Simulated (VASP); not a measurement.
**NaH: single point with PBE**

Crystal: NaH.

```
Na H
1.0
     0.00000    2.41604    2.41604
     2.41604    0.00000    2.41604
     2.41604    2.41604    0.00000
Na H
1 1
Direct
  0.00000 0.00000 0.00000
  0.50000 0.50000 0.50000
```

* Program: VASP 6.6.1
* Task: single point
* Functional: PBE
* Potentials or basis: VASP PAW PBE potentials, release 64 (Na_pv, H)
* Cutoff: 520 eV
* k mesh: 8 × 8 × 8
* Occupations: gaussian, width 0.02 eV
* Spin: no spin polarisation
* Dipole correction: no
* Further INCAR settings: ALGO = Normal; EDIFF = 1e-06; NBANDS = 11

- Pressure: 0.0 GPa
- Band gap on the k mesh: 3.76 eV, indirect (least direct gap 4.62 eV)

Levels at points of the mesh, in eV from the valence-band top:
```
           k point  band 1  band 2  band 3  band 4  band 5  band 6  band 7  band 8
(0.00, 0.00, 0.00)  -22.10  -22.10  -22.10   -3.62   10.42   15.60   15.60   15.60
(0.50, 0.00, 0.00)  -22.20  -22.11  -22.11   -0.86    3.76   10.78   13.39   13.39
(0.50, 0.50, 0.00)  -22.19  -22.13  -22.13   -0.18    4.64   10.03   10.67   10.67
```

Run time: 6.7 s on 1 thread of Intel Xeon 6975P-C (shared host), peak memory 0.15 GiB.

A k mesh can miss the band edges. A hybrid or GW would open this gap; PBE tends to underestimate it.
